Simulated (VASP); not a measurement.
# BaTiO3 (R3m) in VASP: notebook

BaTiO3 is run at these levels: LDA; tasks: single point, relaxation of cell and atoms.

Program: VASP 6.6.1. These are calculated values, not measurements. Logs are shortened: lines on timing, memory, paths and dates and some standing lists are left out, and cuts for length are marked.

### Step 1. The cell of the first run

The typed cell holds 5 atoms: a = 3.783 Å, b = 3.783 Å, c = 3.783 Å, α = 90.00°, β = 90.00°, γ = 90.00°.

### Step 2. Single point, LDA

Contents of INCAR:

```
SYSTEM = BaTiO3
  PREC = Accurate
  ENCUT = 520
  EDIFF = 1E-6
  ISMEAR = 0
  SIGMA = 0.02
  LREAL = .False.
  LASPH = .True.
  NELM = 100
  ALGO = Normal
  ISIF = 2
  LWAVE = .False.
  LCHARG = .False.
  NBANDS = 28
```

Contents of KPOINTS:

```
Automatic mesh
0
Gamma
  8 8 8
  0 0 0
```

Contents of POSCAR:

```
BaTiO3
1.0
    2.6747694175      1.5442788432      2.1839134900
   -2.6747694175      1.5442788432      2.1839134900
    0.0000000000     -3.0885576865      2.1839134900
Ba Ti O
1 1 3
Direct
   -0.0057395906     -0.0057395906     -0.0057395906
    0.4943125836      0.4943125836      0.4943125836
    0.4941726669      0.9941826736      0.4941726669
    0.4941726669      0.4941726669      0.9941826736
    0.9941826736      0.4941726669      0.4941726669
```

Potentials or basis: VASP PAW LDA potentials, release 64 (Ba_sv, Ti_sv, O).

Command:

```bash
> cat potpaw_LDA.64/Ba_sv/POTCAR potpaw_LDA.64/Ti_sv/POTCAR potpaw_LDA.64/O/POTCAR > POTCAR
> mpirun -np 1 vasp_std > vasp.out
```

OUTCAR:

```text
SYSTEM = BaTiO3
   PREC = Accurate
   ENCUT = 520
   EDIFF = 1E-6
   ISMEAR = 0
   LREAL = .False.
   LASPH = .True.
   NELM = 100
   ISIF = 2

 ion  position               nearest neighbor table
   1  0.994  0.994  0.994-   4 2.67   3 2.67   5 2.67   4 2.67   4 2.67   3 2.67   5 2.67   3 2.67
                             5 2.67   4 2.68   3 2.68   5 2.68   2 3.28   2 3.28   2 3.28   2 3.28
   2  0.494  0.494  0.494-   3 1.89   5 1.89   4 1.89   3 1.89   5 1.89   4 1.89   1 3.28   1 3.28
                             1 3.28   1 3.28   1 3.28   1 3.28   1 3.28   1 3.28
   3  0.494  0.994  0.494-   2 1.89   2 1.89   1 2.67   1 2.67   1 2.67   1 2.68
   4  0.494  0.494  0.994-   2 1.89   2 1.89   1 2.67   1 2.67   1 2.67   1 2.68
   5  0.994  0.494  0.494-   2 1.89   2 1.89   1 2.67   1 2.67   1 2.67   1 2.68

  LATTYP: Found a simple cubic cell.
 ALAT       =     3.7826798324

  Lattice vectors:

 A1 = (   2.6747694175,   1.5442788432,   2.1839134900)
 A2 = (  -2.6747694175,   1.5442788432,   2.1839134900)
 A3 = (   0.0000000000,  -3.0885576865,   2.1839134900)

Analysis of symmetry for initial positions (statically):
=====================================================================
 Subroutine PRICEL returns:
 Original cell was already a primitive cell.

 Routine SETGRP: Setting up the symmetry group for a
 simple cubic supercell.

 Subroutine GETGRP returns: Found  6 space group operations
 (whereof  6 operations were pure point group operations)
 out of a pool of 48 trial point group operations.

The static configuration has the point symmetry C_3v.

Analysis of symmetry for dynamics (positions and initial velocities):
=====================================================================
 Subroutine PRICEL returns:
 Original cell was already a primitive cell.

 Routine SETGRP: Setting up the symmetry group for a
 simple cubic supercell.

 Subroutine GETGRP returns: Found  6 space group operations
 (whereof  6 operations were pure point group operations)
 out of a pool of 48 trial point group operations.

The dynamic configuration has the point symmetry C_3v.

 Subroutine INISYM returns: Found  6 space group operations
 (whereof  6 operations are pure point group operations),
 and found     1 'primitive' translations

----------------------------------------------------------------------------------------

                                     Primitive cell

  volume of cell :      54.1251

  direct lattice vectors                    reciprocal lattice vectors
     2.674769417  1.544278843  2.183913490     0.186932001  0.107925241  0.152631198
    -2.674769417  1.544278843  2.183913490    -0.186932001  0.107925241  0.152631198
     0.000000000 -3.088557687  2.183913490     0.000000000 -0.215850482  0.152631198

  length of vectors
     3.782679832  3.782679832  3.782679832     0.264362844  0.264362844  0.264362844

  position of ions in fractional coordinates (direct lattice)
     0.994260409  0.994260409  0.994260409
     0.494312584  0.494312584  0.494312584
     0.494172667  0.994182674  0.494172667
     0.494172667  0.494172667  0.994182674
     0.994182674  0.494172667  0.494172667

  ion indices of the primitive-cell ions
   primitive index   ion index
                 1           1
                 2           2
                 3           3
                 4           4
                 5           5

----------------------------------------------------------------------------------------

 KPOINTS: Automatic mesh

Automatic generation of k-mesh.
 Grid dimensions read from file:
 generate k-points for:    8    8    8

 Generating k-lattice:

  Cartesian coordinates                     Fractional coordinates (reciprocal lattice)
     0.023366500  0.013490655  0.019078900     0.125000000  0.000000000  0.000000000
    -0.023366500  0.013490655  0.019078900     0.000000000  0.125000000  0.000000000
     0.000000000 -0.026981310  0.019078900     0.000000000  0.000000000  0.125000000

  Length of vectors
     0.033045356  0.033045356  0.033045356

  Shift w.r.t. Gamma in fractional coordinates (k-lattice)
     0.000000000  0.000000000  0.000000000

 Subroutine IBZKPT returns following result:
 ===========================================

 Found     65 irreducible k-points:

 Following reciprocal coordinates:
            Coordinates               Weight
  0.000000  0.000000  0.000000      1.000000
  0.125000  0.000000  0.000000      6.000000
  0.250000  0.000000  0.000000      6.000000
  0.375000  0.000000  0.000000      6.000000
  0.500000  0.000000  0.000000      3.000000
  0.125000  0.125000  0.000000      6.000000
[... 16 lines left out ...]
 -0.125000  0.125000  0.125000      6.000000
  0.250000  0.125000  0.125000      6.000000
 [... further k-points ...]
   k-points           NKPTS =     65   k-points in BZ     NKDIM =     65   number of bands    NBANDS=     28
   number of dos      NEDOS =    301   number of ions     NIONS =      5
   total plane-waves  NPLWV =  21952
   dimension x,y,z NGX =    28 NGY =   28 NGZ =   28
   dimension x,y,z NGXF=    56 NGYF=   56 NGZF=   56
   ions per type =               1   1   3
   NGX,Y,Z   is equivalent  to a cutoff of  12.31, 12.31, 12.31 a.u.
   NGXF,Y,Z  is equivalent  to a cutoff of  24.61, 24.61, 24.61 a.u.
 SYSTEM =  BaTiO3
   PREC   = accura    normal or accurate (medium, high low for compatibility)
   ISTART =      0    job   : 0-new  1-cont  2-samecut
   ICHARG =      2    charge: 1-file 2-atom 10-const
   ISPIN  =      1    spin polarized calculation?
   LNONCOLLINEAR =      F non collinear calculations
   LSORBIT =      F    spin-orbit coupling
   LASPH  =      T    aspherical Exc in radial PAW
   ENCUT  =  520.0 eV  38.22 Ry    6.18 a.u.   7.03  7.03  7.03*2*pi/ulx,y,z
   NELM   =    100;   NELMIN=  2; NELMDL= -5     # of ELM steps
   EDIFF  = 0.1E-05   stopping-criterion for ELM
   LREAL  =      F    real-space projection
   EDIFFG = 0.1E-04   stopping-criterion for IOM
   NSW    =      0    number of steps for IOM
   IBRION =     -1    ionic relax: 0-MD 1-quasi-New 2-CG
   NFREE  =      0    steps in history (QN), initial steepest desc. (CG)
   ISIF   =      2    stress and relaxation
   ISYM   =      2    0-nonsym 1-usesym 2-fastsym
   POTIM  = 0.5000    time-step for ionic-motion
   TEBEG  =    0.0;   TEEND  =   0.0 temperature during run
   PSTRESS=    0.0 pullay stress
   NELECT =      40.0000    total number of electrons
   NUPDOWN=      -1.0000    fix difference up-down
   EMIN   =  10.00;   EMAX   =-10.00  energy-range for DOS
   EFERMI =   0.00;   METHOD = LEGACY
   ISMEAR =     0;   SIGMA  =   0.02  broadening in eV -4-tet -1-fermi 0-gaus
   EFERMI_NEDOS =   21; number of points for ismear=-14 and -15
   IALGO  =     38    algorithm
   IMIX   =      4    mixing-type and parameters
     AMIX     =   0.40;   BMIX     =  1.00
     AMIX_MAG =   1.60;   BMIX_MAG =  1.00
  volume/ion in A,a.u.               =      10.83        73.05
  Fermi-wavevector in a.u.,A,eV,Ry     =   1.480114  2.797010 29.806803  2.190738
  Thomas-Fermi vector in A             =   2.594188
   LORBIT       =      0    0 simple, 1 ext, 2 COOP (PROOUT), +10 PAW based schemes
   GGA     = CA    functional components
   LHFCALC =     F    Hartree Fock is set to
   AEXX    =    0.0000 exact exchange contribution
   IVDW    =     0    specifies the selected vdW correction
   LEPSILON=     F    determine dielectric tensor
   LRPA    =     F    only Hartree local field effects (RPA)
 non-spin polarized calculation
 Gauss-broadening in eV      SIGMA  =   0.02
  energy-cutoff  :      520.00
  volume of cell :       54.13
 maximum number of plane-waves:      1472
   NGX = 15   NGY = 15   NGZ = 15

 number of electron      40.0000013 magnetization

 Free energy of the ion-electron system (eV)
  ---------------------------------------------------
  ext. energy  EPLUGINS =         0.00000000
  ---------------------------------------------------
  free energy    TOTEN  =       -43.43411721 eV

  energy without entropy =      -43.43411721  energy(sigma->0) =      -43.43411721

 E-fermi :   5.2371     XC(G=0): -12.6240

 val. band max:        5.0444958819   @ k =   0.0000   0.0000   0.0000
 cond. band min:       6.9125786318   @ k =   0.0000   0.0000   0.0000
 fundamental gap:      1.8680827498
 Fermi energy:         5.2370752997

 k-point     1 :       0.0000    0.0000    0.0000
  band No.  band energies     occupation
      1     -50.1888      2.00000
      2     -26.9290      2.00000
      3     -26.9290      2.00000
      4     -26.9290      2.00000
      5     -19.4679      2.00000
      6     -11.9185      2.00000
[... 20 lines left out ...]
     27      10.3605      0.00000
     28      14.2543      0.00000

 k-point     2 :       0.1250    0.0000    0.0000
  band No.  band energies     occupation
      1     -50.1884      2.00000
      2     -26.9479      2.00000
      3     -26.9282      2.00000
      4     -26.9282      2.00000
      5     -19.4255      2.00000
      6     -11.9842      2.00000
[... 20 lines left out ...]
     27      10.8428      0.00000
     28      14.3716      0.00000

 k-point     3 :       0.2500    0.0000    0.0000
  band No.  band energies     occupation
      1     -50.1873      2.00000
      2     -26.9931      2.00000
      3     -26.9262      2.00000
      4     -26.9262      2.00000
      5     -19.3197      2.00000
      6     -12.2457      2.00000
[... 20 lines left out ...]
     27      11.8210      0.00000
     28      14.1355      0.00000

 k-point     4 :       0.3750    0.0000    0.0000
  band No.  band energies     occupation
      1     -50.1863      2.00000
      2     -27.0375      2.00000
      3     -26.9242      2.00000
      4     -26.9242      2.00000
      5     -19.2086      2.00000
      6     -12.5404      2.00000
[... 578 lines left out ...]
     27      11.2417      0.00000
     28      14.3081      0.00000

 k-point    23 :      -0.1250    0.1250    0.1250
  band No.  band energies     occupation
      1     -50.1875      2.00000
      2     -26.9478      2.00000
      3     -26.9451      2.00000
      4     -26.9451      2.00000
      5     -19.3481      2.00000
      6     -11.9967      2.00000
[... 20 lines left out ...]
     27      11.2417      0.00000
     28      14.3082      0.00000

 k-point    24 :       0.2500    0.1250    0.1250
  band No.  band energies     occupation
      1     -50.1865      2.00000
      2     -26.9906      2.00000
      3     -26.9444      2.00000
      4     -26.9430      2.00000
      5     -19.2550      2.00000
      6     -12.1219      2.00000
[... 20 lines left out ...]
     27      12.1961      0.00000
     28      14.4182      0.00000

 [... further k-points ...]

------------------------ aborting loop because EDIFF is reached ----------------------------------------

  FORCE on cell =-STRESS in cart. coord.  units (eV):
  Direction    XX          YY          ZZ          XY          YZ          ZX
  --------------------------------------------------------------------------------------
  -------------------------------------------------------------------------------------
  Total       11.4998913     11.4998913     11.5019337      0.0000000     -0.0000000      0.0000000
  in kB      340.4125514    340.4125514    340.4730106      0.0000000     -0.0000000      0.0000000
  external PRESSURE =     340.4327045 kB  Pullay stress =       0.0000000 kB

 VOLUME and BASIS-vectors are now :
 -----------------------------------------------------------------------------
  energy-cutoff  :      520.00
  volume of cell :       54.13
      direct lattice vectors                 reciprocal lattice vectors
     2.674769417  1.544278843  2.183913490     0.186932001  0.107925241  0.152631198
    -2.674769417  1.544278843  2.183913490    -0.186932001  0.107925241  0.152631198
     0.000000000 -3.088557687  2.183913490     0.000000000 -0.215850482  0.152631198

 POSITION                                       TOTAL-FORCE (eV/Angst)
 -----------------------------------------------------------------------------------
      0.00000     -0.00000      6.51414        -0.000000      0.000000     -0.001932
      0.00000     -0.00000      3.23861        -0.000000      0.000000     -0.002784
     -1.33741      0.77215      4.32967        -0.001274      0.000736      0.001572
      0.00000     -1.54431      4.32967        -0.000000     -0.001471      0.001572
      1.33741      0.77215      4.32967         0.001274      0.000736      0.001572
 -----------------------------------------------------------------------------------
    total drift:                                0.000000      0.000004     -0.001205

  FREE ENERGIE OF THE ION-ELECTRON SYSTEM (eV)
  ---------------------------------------------------
  free  energy   TOTEN  =       -43.4341172149 eV

  energy  without entropy=      -43.4341172149  energy(sigma->0) =      -43.43411721
```

Run time: 61 s. Hardware: 1 thread of Intel Xeon Platinum 8488C (Sapphire Rapids), shared host; peak memory 0.21 GiB.

What came out:

```
Free energy            : -43.4341 eV
Pressure               : 34.0 GPa
Band gap on the k mesh : 1.87 eV
```

Forces in eV/Å, atoms in the order of the input:
```
Ba   0.000  0.000 -0.002
Ti   0.000  0.000 -0.003
O   -0.001  0.001  0.002
O    0.000 -0.001  0.002
O    0.001  0.001  0.002
```

Levels at points of the mesh, in eV from the valence-band top:
```csv
k point,band 17,band 18,band 19,band 20,band 21,band 22,band 23,band 24
"(0.00, 0.00, 0.00)",-1.50,0.00,0.00,0.00,1.87,1.87,1.87,4.81
"(0.50, 0.00, 0.00)",-2.10,-2.10,-0.73,-0.73,2.12,4.28,4.28,5.16
"(0.50, 0.50, 0.00)",-1.65,-0.77,-0.77,-0.20,4.30,4.30,4.76,6.28
"(0.50, 0.50, 0.50)",-2.27,-0.08,-0.08,-0.08,5.21,5.21,5.21,7.41
```

Caveat: the cell stands under pressure; spin-orbit coupling is left out, which moves the levels of the heavy elements. A k mesh can miss the band edges.

### Step 3. Relaxation of cell and atoms, LDA, target pressure 30 GPa, at which the enthalpy is minimised

This run uses another cell than the first one, of 10.79 Å³/atom.

Contents of INCAR:

```
ALGO = Normal ; EDIFF = 1E-7
EDIFFG = -0.008 ; ENCUT = 600
IBRION = 2 ; ISIF = 3
ISMEAR = 0 ; LASPH = T
LCHARG = F ; LREAL = F
LWAVE = F ; NELM = 60
NSW = 70 ; PREC = Accurate
PSTRESS = 300.0 ; SIGMA = 0.02
```

Contents of KPOINTS:

```
k-points
0
Gamma
  8 8 8
```

Contents of POSCAR:

```
BaTiO3
1.0
    2.6721511010      1.5427671575      2.1817554293
   -2.6721511010      1.5427671575      2.1817554293
    0.0000000000     -3.0855343150      2.1817554293
Ba Ti O
1 1 3
Direct
   -0.0057458483     -0.0057458483     -0.0057458483
    0.4943214492      0.4943214492      0.4943214492
    0.4941738352      0.9941777291      0.4941738352
    0.4941738352      0.4941738352      0.9941777291
    0.9941777291      0.4941738352      0.4941738352
```

Potentials or basis: VASP PAW LDA potentials, release 64 (Ba_sv, Ti_sv, O).

Command:

```bash
> cat potpaw_LDA.64/Ba_sv/POTCAR potpaw_LDA.64/Ti_sv/POTCAR potpaw_LDA.64/O/POTCAR > POTCAR
> mpirun -np 1 vasp_std > vasp.out
```

Wall time 3 min (1 thread of Intel Xeon Platinum 8488C (Sapphire Rapids), shared host); peak memory 0.24 GiB.

It converged, with:

```
Free energy                                                : -43.5689 eV
Relaxed volume                                             : 10.95 Å³/atom
Relaxed cell                                               : a = 3.797 Å, b = 3.797 Å, c = 3.797 Å, α = 90.00°, β = 90.00°, γ = 90.00°
Space group after relaxing (to 0.1 Å)                      : Pm-3m (No. 221)
Energy change on relaxing (the run minimises the enthalpy) : -32.1 meV/atom
Ionic steps                                                : 3
Pressure after relaxing                                    : 29.9 GPa
Largest force after relaxing                               : 0.003 eV/Å
Band gap on the k mesh                                     : 1.87 eV
```

Forces on the atoms (eV/Å):
```
Ba   0.000  0.000 -0.001
Ti   0.000  0.000 -0.003
O   -0.001  0.000  0.002
O    0.000 -0.001  0.002
O    0.001  0.000  0.002
```

Step by step:
```
step  energy change (eV)  largest force (eV/Å)  pressure (GPa)  volume (Å³)
   1              0.0000                0.0048           34.76        53.97
   2             -0.4347                0.0019           20.54        56.51
   3             -0.1607                0.0032           29.94        54.76
```

Final structure:
```yaml
crystal:
  lattice:
    - [2.68523, 1.55032, 2.19245]
    - [-2.68523, 1.55032, 2.19245]
    - [0.00000, -3.10063, 2.19245]
  atoms:
    - { symbol: Ba, position: [0.99425, 0.99425, 0.99425] }
    - { symbol: Ti, position: [0.49431, 0.49431, 0.49431] }
    - { symbol: O, position: [0.49417, 0.99419, 0.49417] }
    - { symbol: O, position: [0.49417, 0.49417, 0.99419] }
    - { symbol: O, position: [0.99419, 0.49417, 0.49417] }
```

Levels at points of the mesh, in eV from the valence-band top:
```
           k point  band 17  band 18  band 19  band 20  band 21  band 22  band 23  band 24
(0.00, 0.00, 0.00)    -1.46     0.00     0.00     0.00     1.87     1.87     1.87     4.80
(0.50, 0.00, 0.00)    -2.08    -2.08    -0.72    -0.72     2.12     4.23     4.23     5.09
(0.50, 0.50, 0.00)    -1.65    -0.77    -0.77    -0.18     4.25     4.25     4.71     6.18
(0.50, 0.50, 0.50)    -2.28    -0.06    -0.06    -0.06     5.14     5.14     5.14     7.37
```

Caveat: the cell is relaxed towards a set pressure, so the run minimises the enthalpy, not the energy; spin-orbit coupling is left out, which moves the levels of the heavy elements. A k mesh can miss the band edges.
